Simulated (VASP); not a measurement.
# KTaO3 (Pm-3m) in VASP: further runs

The runs below take KTaO3 through single point, with PBEsol.

Program: VASP 6.6.1. These are calculated values, not measurements. Logs are shortened: lines on timing, memory, paths and dates and some standing lists are left out, and cuts for length are marked.

**1. The cell of the first run**

Symmetry: Pm-3m, No. 221, cubic system. Conventional cell: a = 3.926 Å, b = 3.926 Å, c = 3.926 Å, α = 90.00°, β = 90.00°, γ = 90.00°. Within 3.7 Å of K (site symmetry m-3m) lie 12 O at 2.78 Å and 8 Ta at 3.40 Å. Ta (site symmetry m-3m) has 6 O at 1.96 Å within 2.6 Å. Within 2.6 Å of O (site symmetry 4/mmm) lie 2 Ta at 1.96 Å.

**2. Single point, PBEsol (equal strain along all axes, cell held: -1.5 %)**

INCAR reads:

```
SYSTEM = KTaO3
PREC = Accurate
ENCUT = 700
EDIFF = 1E-6
ISMEAR = 0
SIGMA = 0.02
LREAL = .False.
LASPH = .True.
NELM = 120
ALGO = Normal
ISIF = 2
LWAVE = .False.
LCHARG = .False.
GGA = PS
NBANDS = 28
GGA_COMPAT = .False.
```

KPOINTS reads:

```
Automatic mesh
0
Gamma
  8 8 8
  0 0 0
```

POSCAR reads:

```
KTaO3
1.0
    3.9258277923      0.0000000000      0.0000000000
    0.0000000000      3.9258277923      0.0000000000
    0.0000000000      0.0000000000      3.9258277923
K Ta O
1 1 3
Direct
    0.5000000000      0.5000000000      0.5000000000
    0.0000000000      0.0000000000      0.0000000000
    0.0000000000      0.5000000000      0.0000000000
    0.0000000000      0.0000000000      0.5000000000
    0.5000000000      0.0000000000      0.0000000000
```

Potentials or basis: VASP PAW PBE potentials, release 64 (K_sv, Ta_sv_GW, O).

The run is started by

```console
$ cat potpaw_PBE.64/K_sv/POTCAR potpaw_PBE.64/Ta_sv_GW/POTCAR potpaw_PBE.64/O/POTCAR > POTCAR
$ mpirun -np 1 vasp_std > vasp.out
```

OUTCAR:

```text
SYSTEM = KTaO3
   PREC = Accurate
   ENCUT = 700
   EDIFF = 1E-6
   ISMEAR = 0
   LREAL = .False.
   LASPH = .True.
   NELM = 120
   ISIF = 2
   GGA = PS

 ion  position               nearest neighbor table
   1  0.500  0.500  0.500-   3 2.78   4 2.78   5 2.78   3 2.78   5 2.78   4 2.78   5 2.78   5 2.78
                             3 2.78   4 2.78   3 2.78   4 2.78   2 3.40   2 3.40   2 3.40   2 3.40
   2  0.000  0.000  0.000-   3 1.96   4 1.96   5 1.96   4 1.96   3 1.96   5 1.96   1 3.40   1 3.40
                             1 3.40   1 3.40   1 3.40   1 3.40   1 3.40   1 3.40
   3  0.000  0.500  0.000-   2 1.96   2 1.96   1 2.78   1 2.78   1 2.78   1 2.78
   4  0.000  0.000  0.500-   2 1.96   2 1.96   1 2.78   1 2.78   1 2.78   1 2.78
   5  0.500  0.000  0.000-   2 1.96   2 1.96   1 2.78   1 2.78   1 2.78   1 2.78

  LATTYP: Found a simple cubic cell.
 ALAT       =     3.9258277923

  Lattice vectors:

 A1 = (   3.9258277923,   0.0000000000,   0.0000000000)
 A2 = (   0.0000000000,   3.9258277923,   0.0000000000)
 A3 = (   0.0000000000,   0.0000000000,   3.9258277923)

Analysis of symmetry for initial positions (statically):
=====================================================================
 Subroutine PRICEL returns:
 Original cell was already a primitive cell.

 Routine SETGRP: Setting up the symmetry group for a
 simple cubic supercell.

 Subroutine GETGRP returns: Found 48 space group operations
 (whereof 48 operations were pure point group operations)
 out of a pool of 48 trial point group operations.

The static configuration has the point symmetry O_h .

Analysis of symmetry for dynamics (positions and initial velocities):
=====================================================================
 Subroutine PRICEL returns:
 Original cell was already a primitive cell.

 Routine SETGRP: Setting up the symmetry group for a
 simple cubic supercell.

 Subroutine GETGRP returns: Found 48 space group operations
 (whereof 48 operations were pure point group operations)
 out of a pool of 48 trial point group operations.

The dynamic configuration has the point symmetry O_h .

 Subroutine INISYM returns: Found 48 space group operations
 (whereof 48 operations are pure point group operations),
 and found     1 'primitive' translations

----------------------------------------------------------------------------------------

[... 99 lines left out ...]
   LREAL  =      F    real-space projection
   EDIFFG = 0.1E-04   stopping-criterion for IOM
   NSW    =      0    number of steps for IOM
   IBRION =     -1    ionic relax: 0-MD 1-quasi-New 2-CG
   NFREE  =      0    steps in history (QN), initial steepest desc. (CG)
   ISIF   =      2    stress and relaxation
   ISYM   =      2    0-nonsym 1-usesym 2-fastsym
   POTIM  = 0.5000    time-step for ionic-motion
   TEBEG  =    0.0;   TEEND  =   0.0 temperature during run
   PSTRESS=    0.0 pullay stress
   NELECT =      40.0000    total number of electrons
   NUPDOWN=      -1.0000    fix difference up-down
   EMIN   =  10.00;   EMAX   =-10.00  energy-range for DOS
   EFERMI =   0.00;   METHOD = LEGACY
   ISMEAR =     0;   SIGMA  =   0.02  broadening in eV -4-tet -1-fermi 0-gaus
   EFERMI_NEDOS =   21; number of points for ismear=-14 and -15
   IALGO  =     38    algorithm
   IMIX   =      4    mixing-type and parameters
     AMIX     =   0.40;   BMIX     =  1.00
     AMIX_MAG =   1.60;   BMIX_MAG =  1.00
  volume/ion in A,a.u.               =      12.10        81.66
  Fermi-wavevector in a.u.,A,eV,Ry     =   1.426145  2.695023 27.672735  2.033889
  Thomas-Fermi vector in A             =   2.546453
   LORBIT       =      0    0 simple, 1 ext, 2 COOP (PROOUT), +10 PAW based schemes
   GGA     = PS    functional components
   LHFCALC =     F    Hartree Fock is set to
   AEXX    =    0.0000 exact exchange contribution
   IVDW    =     0    specifies the selected vdW correction
   LEPSILON=     F    determine dielectric tensor
   LRPA    =     F    only Hartree local field effects (RPA)
 non-spin polarized calculation
 Gauss-broadening in eV      SIGMA  =   0.02
  energy-cutoff  :      700.00
  volume of cell :       60.51
 maximum number of plane-waves:      2564
 NGX is ok and might be reduce to    36
   NGX = 17   NGY = 17   NGZ = 17

 number of electron      40.0000008 magnetization

 Free energy of the ion-electron system (eV)
  ---------------------------------------------------
  ext. energy  EPLUGINS =         0.00000000
  ---------------------------------------------------
  free energy    TOTEN  =       -45.42519770 eV

  energy without entropy =      -45.42519770  energy(sigma->0) =      -45.42519770

 E-fermi :   3.5977     XC(G=0): -11.5178

 val. band max:        3.4678346904   @ k =   0.5000   0.5000   0.5000
 cond. band min:       5.6871313105   @ k =   0.0000   0.0000   0.0000
 fundamental gap:      2.2192966201
 Fermi energy:         3.5976596932

 k-point     1 :       0.0000    0.0000    0.0000
  band No.  band energies     occupation
      1     -63.7607      2.00000
      2     -30.3019      2.00000
      3     -30.3019      2.00000
      4     -30.3019      2.00000
      5     -23.6082      2.00000
      6     -14.1716      2.00000
[... 733 lines left out ...]
     27      14.3195      0.00000
     28      14.4600      0.00000

 [... further k-points ...]

------------------------ aborting loop because EDIFF is reached ----------------------------------------

  FORCE on cell =-STRESS in cart. coord.  units (eV):
  Direction    XX          YY          ZZ          XY          YZ          ZX
  --------------------------------------------------------------------------------------
  -------------------------------------------------------------------------------------
  Total        3.9274247      3.9274247      3.9274247     -0.0000000     -0.0000000      0.0000000
  in kB      103.9979332    103.9979332    103.9979332     -0.0000000     -0.0000000      0.0000000
  external PRESSURE =     103.9979332 kB  Pullay stress =       0.0000000 kB

 VOLUME and BASIS-vectors are now :
 -----------------------------------------------------------------------------
  energy-cutoff  :      700.00
  volume of cell :       60.51
      direct lattice vectors                 reciprocal lattice vectors
     3.925827792  0.000000000  0.000000000     0.254723348  0.000000000  0.000000000
     0.000000000  3.925827792  0.000000000     0.000000000  0.254723348  0.000000000
     0.000000000  0.000000000  3.925827792     0.000000000  0.000000000  0.254723348

 POSITION                                       TOTAL-FORCE (eV/Angst)
 -----------------------------------------------------------------------------------
      1.96291      1.96291      1.96291         0.000000      0.000000      0.000000
      0.00000      0.00000      0.00000         0.000000      0.000000      0.000000
      0.00000      1.96291      0.00000         0.000000      0.000000      0.000000
      0.00000      0.00000      1.96291         0.000000      0.000000      0.000000
      1.96291      0.00000      0.00000         0.000000      0.000000      0.000000
 -----------------------------------------------------------------------------------
    total drift:                                0.000000      0.000000     -0.000000

  FREE ENERGIE OF THE ION-ELECTRON SYSTEM (eV)
  ---------------------------------------------------
  free  energy   TOTEN  =       -45.4251977023 eV

  energy  without entropy=      -45.4251977023  energy(sigma->0) =      -45.42519770
```

OSZICAR:

```text
N       E                     dE             d eps       ncg     rms          rms(c)
DAV:   1     0.391669373963E+03    0.39167E+03   -0.26888E+04  1960   0.181E+03
DAV:   2    -0.311348662801E+02   -0.42280E+03   -0.41000E+03  2436   0.429E+02
DAV:   3    -0.539880800041E+02   -0.22853E+02   -0.22755E+02  2648   0.102E+02
DAV:   4    -0.548963172886E+02   -0.90824E+00   -0.90681E+00  3356   0.139E+01
DAV:   5    -0.549026299367E+02   -0.63126E-02   -0.63115E-02  2548   0.111E+00    0.617E+01
DAV:   6    -0.456739678549E+02    0.92287E+01   -0.38251E+01  2212   0.350E+01    0.108E+02
DAV:   7    -0.459379219731E+02   -0.26395E+00   -0.18031E+00  2576   0.715E+00    0.726E+01
DAV:   8    -0.456045667595E+02    0.33336E+00   -0.15439E+00  2292   0.667E+00    0.791E+01
DAV:   9    -0.454756253212E+02    0.12894E+00   -0.63008E-01  2316   0.523E+00    0.123E+02
DAV:  10    -0.455214526497E+02   -0.45827E-01   -0.11442E-01  2360   0.207E+00    0.154E+02
DAV:  11    -0.455665436034E+02   -0.45091E-01   -0.24019E-02  2836   0.106E+00    0.199E+02
DAV:  12    -0.455164519610E+02    0.50092E-01   -0.16306E-02  2208   0.838E-01    0.165E+02
DAV:  13    -0.454423427067E+02    0.74109E-01   -0.13062E-01  2248   0.226E+00    0.871E+01
DAV:  14    -0.454280840995E+02    0.14259E-01   -0.32879E-02  2936   0.109E+00    0.302E+01
DAV:  15    -0.454253893024E+02    0.26948E-02   -0.89214E-03  2724   0.527E-01    0.956E+00
DAV:  16    -0.454251903966E+02    0.19891E-03   -0.10797E-03  2692   0.192E-01    0.143E+00
DAV:  17    -0.454251982250E+02   -0.78284E-05   -0.10463E-04  2812   0.572E-02    0.666E-01
DAV:  18    -0.454251977023E+02    0.52270E-06   -0.64194E-06  2392   0.173E-02
   1 F= -.45425198E+02 E0= -.45425198E+02  d E =-.339107E-22
```

Run time: 89 s. Hardware: 1 thread of AMD EPYC 7R13 (Zen 3), shared host; peak memory 0.24 GiB.

Results:

* Free energy: -45.4252 eV
* Pressure: 10.4 GPa
* Band gap on the k mesh: 2.22 eV (least direct gap 2.81 eV)

Caveat: the cell differs from its parent crystal (equal strain along all axes, cell held: -1.5 %); the cell stands under pressure; the PAW data sets were made with another functional, which shifts forces and pressure a little; spin-orbit coupling is left out, which moves the levels of the heavy elements. A k mesh can miss the band edges.

**3. Single point, PBEsol**

This run uses another cell than the first one, of 11.56 Å³/atom.

INCAR reads:

```
PREC = Accurate
ENCUT = 600
EDIFF = 1E-6
ISMEAR = -4
SIGMA = 0.02
LREAL = False
LASPH = True
NELM = 120
ALGO = Normal
ISIF = 2
LWAVE = False
LCHARG = False
GGA = PS
NBANDS = 27
GGA_COMPAT = False
```

KPOINTS reads:

```
regular mesh
0
Gamma
  8 8 8
```

Edit POSCAR of step 2 so:

```diff
@@ -2,5 +2,5 @@
 1.0
-    3.9258277923      0.0000000000      0.0000000000
-    0.0000000000      3.9258277923      0.0000000000
-    0.0000000000      0.0000000000      3.9258277923
+    3.8660436127      0.0000000000      0.0000000000
+    0.0000000000      3.8660436127      0.0000000000
+    0.0000000000      0.0000000000      3.8660436127
 K Ta O
```

Potentials or basis: VASP PAW PBE potentials, release 64 (K_sv, Ta_pv, O).

The run is started by

```console
$ cat potpaw_PBE.64/K_sv/POTCAR potpaw_PBE.64/Ta_pv/POTCAR potpaw_PBE.64/O/POTCAR > POTCAR
$ mpirun -np 1 vasp_std > vasp.out
```

Wall time 82 s (1 thread of Oxide Virtual Turin-like, shared host); peak memory 0.18 GiB.

It converged, with:

| Item | Value |
| --- | --- |
| Free energy | -42.5294 eV |
| Pressure | 23.7 GPa |
| Band gap on the k mesh | 2.27 eV (least direct gap 2.82 eV) |

Levels at points of the mesh, in eV from the valence-band top:
| k point | band 16 | band 17 | band 18 | band 19 | band 20 | band 21 | band 22 | band 23 |
| --- | --- | --- | --- | --- | --- | --- | --- | --- |
| (0.00, 0.00, 0.00) | -1.23 | -0.55 | -0.55 | -0.55 | 2.27 | 2.27 | 2.27 | 7.21 |
| (0.50, 0.00, 0.00) | -2.38 | -1.80 | -0.80 | -0.80 | 2.48 | 5.62 | 5.62 | 7.94 |
| (0.50, 0.50, 0.00) | -1.56 | -1.56 | -1.43 | -0.05 | 5.67 | 5.67 | 7.11 | 8.88 |
| (0.50, 0.50, 0.50) | -4.23 | 0.00 | 0.00 | 0.00 | 7.33 | 7.33 | 7.33 | 9.06 |

Caveat: the cell stands under pressure; the PAW data sets were made with another functional, which shifts forces and pressure a little; spin-orbit coupling is left out, which moves the levels of the heavy elements.

**4. Single point, PBEsol, non-collinear spin, zero start, spin-orbit coupling**

This run uses another cell than the first one, of 11.03 Å³/atom.

INCAR reads:

```
  PREC = Accurate
  ENCUT = 600
  EDIFF = 1E-6
  ISMEAR = 0
  SIGMA = 0.02
  LREAL = False
  LASPH = True
  NELM = 200
  ALGO = Normal
  ISIF = 2
  LWAVE = False
  LCHARG = False
  MAGMOM = 0 0 0 0 0 0 0 0 0 0 0 0 0 0 0
  LORBIT = 11
  LSORBIT = True
  GGA_COMPAT = False
  LORBMOM = True
  LMAXMIX = 4
  GGA = PS
  NBANDS = 53
```

KPOINTS is that of step 3.

Edit POSCAR of step 3 so:

```diff
@@ -2,5 +2,5 @@
 1.0
-    3.8660436127      0.0000000000      0.0000000000
-    0.0000000000      3.8660436127      0.0000000000
-    0.0000000000      0.0000000000      3.8660436127
+    3.8062594331      0.0000000000      0.0000000000
+    0.0000000000      3.8062594331      0.0000000000
+    0.0000000000      0.0000000000      3.8062594331
 K Ta O
```

The run is started by

```console
$ cat potpaw_PBE.64/K_sv/POTCAR potpaw_PBE.64/Ta_pv/POTCAR potpaw_PBE.64/O/POTCAR > POTCAR
$ mpirun -np 1 vasp_ncl > vasp.out
```

Wall time 6.2 min (1 thread of Oxide Virtual Turin-like, shared host); peak memory 0.36 GiB.

Results (log left out):

| Property | Result |
| --- | --- |
| Free energy | -42.6056 eV |
| Pressure | 39.6 GPa |
| Net moment | 0.00 μB per cell |
| Valence electrons inside the program's atomic spheres | K 7.64; Ta 9.23; O 5.16 |

Moments on the atoms (μB; x, y, z):
```
K   0.00 0.00 0.00
Ta  0.00 0.00 0.00
O   0.00 0.00 0.00
O   0.00 0.00 0.00
O   0.00 0.00 0.00
```

Caveat: the cell stands under pressure; the PAW data sets were made with another functional, which shifts forces and pressure a little.

**5. Overview**

| potentials or basis | spin | cell | cutoff (eV) | smearing | gap on the mesh (eV) | pressure (GPa) |
| --- | --- | --- | --- | --- | --- | --- |
| VASP PAW PBE potentials, release 64 (K_sv, Ta_sv_GW, O) | off | a = 3.926 Å, 5 atoms | 700 | gaussian 0.02 eV | 2.22 | 10.4 |
| VASP PAW PBE potentials, release 64 (K_sv, Ta_pv, O) | off | a = 3.866 Å, 5 atoms | 600 | tetrahedron | 2.27 | 23.7 |
| VASP PAW PBE potentials, release 64 (K_sv, Ta_pv, O) | non-collinear, zero start, SOC | a = 3.806 Å, 5 atoms | 600 | gaussian 0.02 eV | - | 39.6 |

Alike in all rows: task single point; level PBEsol; k mesh 8 × 8 × 8.

Caveats: the cell stands under pressure; the PAW data sets were made with another functional, which shifts forces and pressure a little; spin-orbit coupling is left out, which moves the levels of the heavy elements (at least some runs).

Absolute energies hang on the potentials; compare differences alone.
